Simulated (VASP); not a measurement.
C:

```
CELL_PARAMETERS angstrom
1.22805 -2.12706 0.00000
1.22805 2.12706 0.00000
0.00000 0.00000 7.17327
ATOMIC_POSITIONS crystal
C 0.08338 0.91662 0.75314
C 0.58338 0.41662 0.24686
C 0.91662 0.08338 0.24686
C 0.41662 0.58338 0.75314
```

* Program: VASP 6.6.1
* Task: relaxation of cell and atoms
* Functional: PBE
* Potentials or basis: VASP PAW PBE potentials, release 64 (C)
* Cutoff: 600 eV
* k mesh: 18 × 18 × 6
* Occupations: gaussian, width 0.1 eV
* Spin: no spin polarisation

At the start: pressure 3.8 GPa; volume 9.37 Å³/atom.

**Question.** Where does the relaxation end?

**Answer.** Over 23 steps the energy falls by 5.6 meV/atom and the volume is 10.82 Å³/atom (+15.5 %); space group Fmmm (No. 69, to 0.05 Å).

The path:
```
step  energy change (eV)  largest force (eV/Å)  pressure (GPa)  volume (Å³)
   1              0.0000                0.0263            3.77        37.48
   2              0.0190                0.0945           -6.63        38.68
   3             -0.0053                0.0183            0.30        37.85
   4             -0.0063                0.0565            0.26        37.99
   5             -0.0078                0.2739            0.15        38.40
   6             -0.0080                0.2703            0.14        38.41
   7             -0.0084                0.2595            0.13        38.46
   8             -0.0093                0.2378            0.15        38.56
   9             -0.0109                0.1945            0.18        38.76
  10             -0.0135                0.1085            0.18        39.16
  11             -0.0171                0.0622            0.23        39.95
  12             -0.0179                0.3960            0.40        41.54
  13             -0.0185                0.2781            0.34        40.97
  14             -0.0197                0.2191            0.29        41.31
  15             -0.0219                0.0428            0.15        42.33
  16             -0.0221                0.0083            0.14        42.63
  17             -0.0221                0.0496            0.14        42.87
  18             -0.0218                0.1321            0.05        43.35
  19             -0.0221                0.0652            0.11        42.96
  20             -0.0221                0.0584            0.12        42.92
  21             -0.0222                0.0303            0.04        43.10
  22             -0.0222                0.0025           -0.06        43.32
  23             -0.0222                0.0043           -0.05        43.28
```

Final structure:
```xyz
4
Lattice="1.2337 -2.1368 0.0000 1.2337 2.1368 0.0000 0.0000 0.0000 8.2083" Properties=species:S:1:pos:R:3 pbc="T T T"
C     1.2337    1.7806    6.1663
C     1.2337   -0.3562    2.0419
C     1.2337   -1.7806    2.0419
C     1.2337    0.3562    6.1663
```

Caveat: the volume moved by over 15 % at a fixed basis, so the end points are rough; this functional lacks dispersion, which binds the layers, so the pressure and a relaxed spacing across them are unreliable.
